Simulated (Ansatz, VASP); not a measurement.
**GaAs: VASP beside Ansatz**

```
Ga As
1.0
     0.00000    2.83306    2.83306
     2.83306    0.00000    2.83306
     2.83306    2.83306    0.00000
Ga As
1 1
Cartesian
  0.0000 0.0000 0.0000
  1.4165 1.4165 1.4165
```

Alike in both runs: functional r2SCAN; k mesh 8 × 8 × 8; occupations gaussian, width 0.02 eV; no spin polarisation.

Ansatz relaxed the structure, and its values are those at the end. VASP's run is a single point on that final structure, the one shown.

```csv
,VASP,Ansatz
version,VASP 6.6.1,Ansatz 0.2.0
potentials or method,"VASP PAW PBE potentials, release 64 (Ga_d, As), cutoff 520 eV","scalar-relativistic, plane waves, PAW"
valence electrons in the cell,18,28
```

```tsv
	VASP	Ansatz	Ansatz less VASP
gap on the k mesh at the Fermi level (eV)	0.94	0.96	+0.019
least direct gap on the mesh (eV)	0.94	0.96	+0.019
pressure (GPa)	0.1	0.0	-0.12
```

VASP's potentials were made for PBE, not for r2SCAN. VASP's potentials hold 18 valence electrons a cell and Ansatz's 28, so a difference there can come from the potentials and not from the codes.
